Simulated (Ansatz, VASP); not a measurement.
## CaGeF2: VASP beside Ansatz

```
CELL_PARAMETERS angstrom
2.16309 1.24886 4.25092
-2.16309 1.24886 4.25092
0.00000 -2.49772 4.25092
ATOMIC_POSITIONS crystal
Ca 0.50000 0.50000 0.50000
Ge 0.00000 0.00000 0.00000
F 0.67544 0.67544 0.67544
F 0.32456 0.32456 0.32456
```

Alike in both runs: functional PBE; k mesh 15 × 15 × 15; occupations gaussian, width 0.1 eV; no spin polarisation.

Ansatz relaxed the structure, and its values are those at the end. VASP's run is a single point on that final structure, the one shown.

|  | VASP | Ansatz |
| --- | --- | --- |
| version | VASP 6.6.1 | Ansatz 0.2.0 |
| potentials or method | VASP PAW PBE potentials, release 64 (Ca_sv, Ge_d, F), cutoff 520 eV | scalar-relativistic, plane waves, PAW |
| valence electrons in the cell | 38 | 38 |

|  | VASP | Ansatz | Ansatz less VASP |
| --- | --- | --- | --- |
| gap on the k mesh at the Fermi level (eV) | none | none | - |
| pressure (GPa) | 0.0 | 0.0 | -0.04 |
| rms of the force components (eV/Å) | 0.021 | 0.001 | -0.0197 |

A gap of «none» marks a metal or a gap that the smearing closes. The functional is the same, so the differences come from potentials, cutoffs and numerics.
